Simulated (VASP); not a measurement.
# GaN (g.B) in VASP: single point with PBE+D4

Aim: the single point of GaN (g.B) with PBE+D4.

Everything below comes from runs of VASP 6.6.1. Logs are shortened: lines on timing, memory, paths and dates and some standing lists are left out, and cuts for length are marked.

**1. The cell of the first run**

The cell holds a sheet with vacuum, 2 atoms: a = 3.201 Å, b = 3.201 Å, c = 23.800 Å, α = 90.00°, β = 90.00°, γ = 120.00°.

**2. Single point, PBE+D4**

File INCAR:

```
SYSTEM = GaN
ALGO = Normal
DIPOL = 0.5 0.5 0.294
EDIFF = 1E-6
ENCUT = 520
GGA = PE
GGA_COMPAT = .False.
IDIPOL = 3
ISIF = 2
ISMEAR = 0
IVDW = 13
LASPH = .True.
LCHARG = .True.
LDIPOL = .True.
LELF = .True.
LREAL = .False.
LVACPOTAV = .True.
LVHAR = .True.
LWAVE = .False.
NBANDS = 16
NELM = 120
NELMDL = -8
PREC = Accurate
SIGMA = 0.03
```

File KPOINTS:

```
k-points
0
Gamma
  12 12 1
  0 0 0
```

File POSCAR:

```
GaN
1.0
    3.2009317939      0.0000000000      0.0000000000
   -1.6004658970      2.7720882493      0.0000000000
    0.0000000000      0.0000000000     23.8000000000
Ga N
1 1
Direct
    0.3333333333      0.6666666667      0.2941176471
    0.6666666667      0.3333333333      0.2941176471
```

Potentials or basis: VASP PAW PBE potentials, release 64 (Ga_d, N).

Started as:

```console
cat potpaw_PBE.64/Ga_d/POTCAR potpaw_PBE.64/N/POTCAR > POTCAR
mpirun -np 1 vasp_std > vasp.out
```

OUTCAR:

```text
SYSTEM = GaN
   EDIFF = 1E-6
   ENCUT = 520
   GGA = PE
   ISIF = 2
   ISMEAR = 0
   IVDW = 13
   LASPH = .True.
   LREAL = .False.
   NELM = 120
   NELMDL = -8
   PREC = Accurate

 ion  position               nearest neighbor table
   1  0.333  0.667  0.294-   2 1.85   2 1.85   2 1.85
   2  0.667  0.333  0.294-   1 1.85   1 1.85   1 1.85

  LATTYP: Found a hexagonal cell.
 ALAT       =     3.2009317939
 C/A-ratio  =     7.4353349376

  Lattice vectors:

 A1 = (   3.2009317939,   0.0000000000,   0.0000000000)
 A2 = (  -1.6004658970,   2.7720882493,   0.0000000000)
 A3 = (   0.0000000000,   0.0000000000,  23.8000000000)

Analysis of symmetry for initial positions (statically):
=====================================================================
 Subroutine PRICEL returns:
 Original cell was already a primitive cell.

 Routine SETGRP: Setting up the symmetry group for a
 hexagonal supercell.

 Subroutine GETGRP returns: Found 12 space group operations
 (whereof  6 operations were pure point group operations)
 out of a pool of 24 trial point group operations.

The static configuration has the point symmetry C_3v.
 The point group associated with its full space group is D_3h.

Analysis of symmetry for dynamics (positions and initial velocities):
=====================================================================
 Subroutine PRICEL returns:
 Original cell was already a primitive cell.

 Routine SETGRP: Setting up the symmetry group for a
 hexagonal supercell.

 Subroutine GETGRP returns: Found 12 space group operations
 (whereof  6 operations were pure point group operations)
 out of a pool of 24 trial point group operations.

The dynamic configuration has the point symmetry C_3v.
 The point group associated with its full space group is D_3h.

 Subroutine INISYM returns: Found 12 space group operations
 (whereof  6 operations are pure point group operations),
 and found     1 'primitive' translations

----------------------------------------------------------------------------------------

                                     Primitive cell

  volume of cell :     211.1837

  direct lattice vectors                    reciprocal lattice vectors
     3.200931794  0.000000000  0.000000000     0.312409031  0.180369438  0.000000000
    -1.600465897  2.772088249  0.000000000     0.000000000  0.360738876  0.000000000
     0.000000000  0.000000000 23.800000000     0.000000000  0.000000000  0.042016807

  length of vectors
     3.200931794  3.200931794 23.800000000     0.360738876  0.360738876  0.042016807

  position of ions in fractional coordinates (direct lattice)
     0.333333333  0.666666667  0.294117647
     0.666666667  0.333333333  0.294117647

  ion indices of the primitive-cell ions
   primitive index   ion index
                 1           1
                 2           2

----------------------------------------------------------------------------------------

 KPOINTS: k-points

Automatic generation of k-mesh.
 Grid dimensions read from file:
 generate k-points for:   12   12    1

 Generating k-lattice:

  Cartesian coordinates                     Fractional coordinates (reciprocal lattice)
     0.026034086  0.015030787  0.000000000     0.083333333 -0.000000000  0.000000000
     0.000000000  0.030061573  0.000000000     0.000000000  0.083333333  0.000000000
     0.000000000  0.000000000  0.042016807     0.000000000  0.000000000  1.000000000

  Length of vectors
     0.030061573  0.030061573  0.042016807

  Shift w.r.t. Gamma in fractional coordinates (k-lattice)
     0.000000000  0.000000000  0.000000000

 Subroutine IBZKPT returns following result:
 ===========================================

 Found     19 irreducible k-points:

 Following reciprocal coordinates:
            Coordinates               Weight
  0.000000  0.000000  0.000000      1.000000
  0.083333 -0.000000  0.000000      6.000000
  0.166667  0.000000  0.000000      6.000000
  0.250000  0.000000  0.000000      6.000000
  0.333333 -0.000000  0.000000      6.000000
  0.416667  0.000000  0.000000      6.000000
[... 11 lines left out ...]
  0.333333  0.250000  0.000000     12.000000
  0.333333  0.333333  0.000000      2.000000
   k-points           NKPTS =     19   k-points in BZ     NKDIM =     19   number of bands    NBANDS=     16
   number of dos      NEDOS =    301   number of ions     NIONS =      2
   total plane-waves  NPLWV = 103680
   dimension x,y,z NGX =    24 NGY =   24 NGZ =  180
   dimension x,y,z NGXF=    48 NGYF=   48 NGZF=  360
   ions per type =               1   1
   NGX,Y,Z   is equivalent  to a cutoff of  12.46, 12.46, 12.57 a.u.
   NGXF,Y,Z  is equivalent  to a cutoff of  24.93, 24.93, 25.15 a.u.
 SYSTEM =  GaN
   PREC   = accura    normal or accurate (medium, high low for compatibility)
   ISTART =      0    job   : 0-new  1-cont  2-samecut
   ICHARG =      2    charge: 1-file 2-atom 10-const
   ISPIN  =      1    spin polarized calculation?
   LNONCOLLINEAR =      F non collinear calculations
   LSORBIT =      F    spin-orbit coupling
   LASPH  =      T    aspherical Exc in radial PAW
   ENCUT  =  520.0 eV  38.22 Ry    6.18 a.u.   5.95  5.95 44.25*2*pi/ulx,y,z
   NELM   =    120;   NELMIN=  2; NELMDL= -8     # of ELM steps
   EDIFF  = 0.1E-05   stopping-criterion for ELM
   LREAL  =      F    real-space projection
   EDIFFG = 0.1E-04   stopping-criterion for IOM
   NSW    =      0    number of steps for IOM
   IBRION =     -1    ionic relax: 0-MD 1-quasi-New 2-CG
   NFREE  =      0    steps in history (QN), initial steepest desc. (CG)
   ISIF   =      2    stress and relaxation
   ISYM   =      2    0-nonsym 1-usesym 2-fastsym
   POTIM  = 0.5000    time-step for ionic-motion
   TEBEG  =    0.0;   TEEND  =   0.0 temperature during run
   PSTRESS=    0.0 pullay stress
   NELECT =      18.0000    total number of electrons
   NUPDOWN=      -1.0000    fix difference up-down
   EMIN   =  10.00;   EMAX   =-10.00  energy-range for DOS
   EFERMI =   0.00;   METHOD = LEGACY
   ISMEAR =     0;   SIGMA  =   0.03  broadening in eV -4-tet -1-fermi 0-gaus
   EFERMI_NEDOS =   21; number of points for ismear=-14 and -15
   IALGO  =     38    algorithm
   IMIX   =      4    mixing-type and parameters
     AMIX     =   0.40;   BMIX     =  1.00
     AMIX_MAG =   1.60;   BMIX_MAG =  1.00
  volume/ion in A,a.u.               =     105.59       712.57
  Fermi-wavevector in a.u.,A,eV,Ry     =   0.720464  1.361479  7.062351  0.519068
  Thomas-Fermi vector in A             =   1.809923
   LORBIT       =      0    0 simple, 1 ext, 2 COOP (PROOUT), +10 PAW based schemes
   GGA     = PE    functional components
   LHFCALC =     F    Hartree Fock is set to
   AEXX    =    0.0000 exact exchange contribution
   IVDW    =    13    specifies the selected vdW correction
   LEPSILON=     F    determine dielectric tensor
   LRPA    =     F    only Hartree local field effects (RPA)
 non-spin polarized calculation
 Gauss-broadening in eV      SIGMA  =   0.03
  energy-cutoff  :      520.00
  volume of cell :      211.18
 maximum number of plane-waves:      5748
 NGX is ok and might be reduce to    24
   NGX = 11   NGY = 11   NGZ = 89

 dipolmoment           0.000000      0.000000     -0.000012 electrons x Angstroem

 number of electron      17.9999985 magnetization

 dipolmoment           0.000000      0.000000      0.000003 electrons x Angstroem

 Free energy of the ion-electron system (eV)
  ---------------------------------------------------
  ext. energy  EPLUGINS =         0.00000000
  ---------------------------------------------------
  free energy    TOTEN  =       -11.45363881 eV

  energy without entropy =      -11.45363881  energy(sigma->0) =      -11.45363881

 E-fermi :  -3.9841     XC(G=0):  -1.8562

 val. band max:       -4.1863158607   @ k =   0.3333   0.3333   0.0000
 cond. band min:      -1.9685171942   @ k =   0.0000   0.0000   0.0000
 fundamental gap:      2.2177986665
 Fermi energy:        -3.9841320279

 k-point     1 :       0.0000    0.0000    0.0000
  band No.  band energies     occupation
      1     -19.4896      2.00000
      2     -17.5365      2.00000
      3     -17.5365      2.00000
      4     -17.2862      2.00000
      5     -17.2862      2.00000
      6     -16.6210      2.00000
[... 8 lines left out ...]
     15       2.4721      0.00000
     16       2.7987      0.00000

 k-point     2 :       0.0833   -0.0000    0.0000
  band No.  band energies     occupation
      1     -19.4358      2.00000
      2     -17.5402      2.00000
      3     -17.5165      2.00000
      4     -17.2949      2.00000
      5     -17.2875      2.00000
      6     -16.5838      2.00000
[... 8 lines left out ...]
     15       2.6254      0.00000
     16       2.8811      0.00000

 k-point     3 :       0.1667    0.0000    0.0000
  band No.  band energies     occupation
      1     -19.2930      2.00000
      2     -17.5436      2.00000
      3     -17.4611      2.00000
      4     -17.3185      2.00000
      5     -17.2909      2.00000
      6     -16.4667      2.00000
[... 8 lines left out ...]
     15       3.0617      0.00000
     16       3.1117      0.00000

 k-point     4 :       0.2500    0.0000    0.0000
  band No.  band energies     occupation
      1     -19.1129      2.00000
      2     -17.5316      2.00000
      3     -17.3832      2.00000
      4     -17.3500      2.00000
      5     -17.2957      2.00000
      6     -16.2541      2.00000
[... 8 lines left out ...]
     15       3.5010      0.00000
     16       3.6602      0.00000
[... 229 lines left out ...]
 k-point    17 :       0.2500    0.2500    0.0000
  band No.  band energies     occupation
      1     -18.8116      2.00000
      2     -17.5163      2.00000
      3     -17.3914      2.00000
      4     -17.3242      2.00000
      5     -17.2405      2.00000
      6     -15.4274      2.00000
[... 8 lines left out ...]
     15       5.3126      0.00000
     16       5.3671      0.00000

 k-point    18 :       0.3333    0.2500    0.0000
  band No.  band energies     occupation
      1     -18.7656      2.00000
      2     -17.5075      2.00000
      3     -17.3952      2.00000
      4     -17.3328      2.00000
      5     -17.2277      2.00000
      6     -15.1755      2.00000
[... 8 lines left out ...]
     15       6.2066      0.00000
     16       6.3267      0.00000

 k-point    19 :       0.3333    0.3333    0.0000
  band No.  band energies     occupation
      1     -18.7459      2.00000
      2     -17.5104      2.00000
      3     -17.3927      2.00000
      4     -17.3399      2.00000
      5     -17.2270      2.00000
      6     -15.0717      2.00000
[... 8 lines left out ...]
     15       6.9719      0.00000
     16       7.3616      0.00000

------------------------ aborting loop because EDIFF is reached ----------------------------------------

  DFT-D4 for vdW energy calculation

  Edisp (eV):   -0.31909

  FORCE on cell =-STRESS in cart. coord.  units (eV):
  Direction    XX          YY          ZZ          XY          YZ          ZX
  --------------------------------------------------------------------------------------
  -------------------------------------------------------------------------------------
  Total      -0.06484    -0.06484    -0.01062     0.00000     0.00000     0.00000
  in kB      -0.49194    -0.49194    -0.08054     0.00000     0.00000     0.00000
  external pressure =       -0.35 kB  Pullay stress =        0.00 kB

 VOLUME and BASIS-vectors are now :
 -----------------------------------------------------------------------------
  energy-cutoff  :      520.00
  volume of cell :      211.18
      direct lattice vectors                 reciprocal lattice vectors
     3.200931794  0.000000000  0.000000000     0.312409031  0.180369438  0.000000000
    -1.600465897  2.772088249  0.000000000     0.000000000  0.360738876  0.000000000
     0.000000000  0.000000000 23.800000000     0.000000000  0.000000000  0.042016807

 POSITION                                       TOTAL-FORCE (eV/Angst)
 -----------------------------------------------------------------------------------
     -0.00000      1.84806      7.00000        -0.000000     -0.000000      0.000000
      1.60047      0.92403      7.00000         0.000000      0.000000     -0.000000
 -----------------------------------------------------------------------------------
    total drift:                                0.000006     -0.000004      0.000234

  FREE ENERGIE OF THE ION-ELECTRON SYSTEM (eV)
  ---------------------------------------------------
  free  energy   TOTEN  =       -11.7727269227 eV

  energy  without entropy=      -11.7727269227  energy(sigma->0) =      -11.77272692

 vacuum level on the upper side and lower side of the slab         1.107         1.107
```

Run time: 92 s. Hardware: 1 thread of AMD EPYC 9R45 (Zen 5), shared host; peak memory 0.3 GiB.

What came out:

```
Free energy                : -11.7727 eV
Band gap on the k mesh     : 2.22 eV, indirect (least direct gap 2.50 eV)
Dispersion energy per atom : -0.160 eV
```
